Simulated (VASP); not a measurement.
Write the native input for VASP 6.6.1 that does the following.

| Property | Result |
| --- | --- |
| Task | single point |
| Functional | PBEsol |
| Potentials or basis | VASP PAW PBE potentials, release 64 (Ge_d) |
| Cutoff | 520 eV |
| k mesh | 14 × 14 × 14 |
| Occupations | gaussian, width 0.15 eV |
| Spin | no spin polarisation |
| Dipole correction | no |
| Further INCAR settings | ALGO = Normal; EDIFF = 1e-06; NBANDS = 21 |

The structure of Ge lies in POSCAR:

```
Ge
1.0
    0.0000000000      2.9088082301      2.9088082301
    2.9088082301      0.0000000000      2.9088082301
    2.9088082301      2.9088082301      0.0000000000
Ge
2
Direct
    0.5049332919      0.4950667081      0.4950667081
    0.7450667081      0.7549332919      0.7549332919
```

This cell differs from its parent crystal: atoms displaced along a vibrational mode, the cell strained.

One way to write it, as run:

INCAR

```
SYSTEM = Ge
PREC = Accurate ; ENCUT = 520
EDIFF = 1E-6 ; ISMEAR = 0
SIGMA = 0.15 ; LREAL = .False.
LASPH = .True. ; NELM = 80
ALGO = Normal ; ISIF = 2
LWAVE = .False. ; LCHARG = .False.
GGA = PS ; NBANDS = 21
```

KPOINTS

```
Automatic mesh
0
Gamma
  14 14 14
  0 0 0
```

Potentials or basis: VASP PAW PBE potentials, release 64 (Ge_d).

Command:

```bash
$ cat potpaw_PBE.64/Ge_d/POTCAR > POTCAR
$ mpirun -np 1 vasp_std > vasp.out
```

It gave:

| Quantity | Value |
| --- | --- |
| Pressure | -4.1 GPa |
| Largest force | 0.508 eV/Å |
| Band gap on the k mesh | zero (bands 14 and 15 overlap by 0.34 eV) |

Caveat: the cell differs from its parent crystal (atoms displaced along a vibrational mode, the cell strained); the cell stands under tension; semilocal functionals underestimate gaps, and a narrow one can read as zero; the PAW data sets were made with another functional, which shifts forces and pressure a little.

Run time: 110 s on 1 thread of Intel(R) Xeon(R) 6975P-C (Granite Rapids) (shared host), peak memory 0.44 GiB.
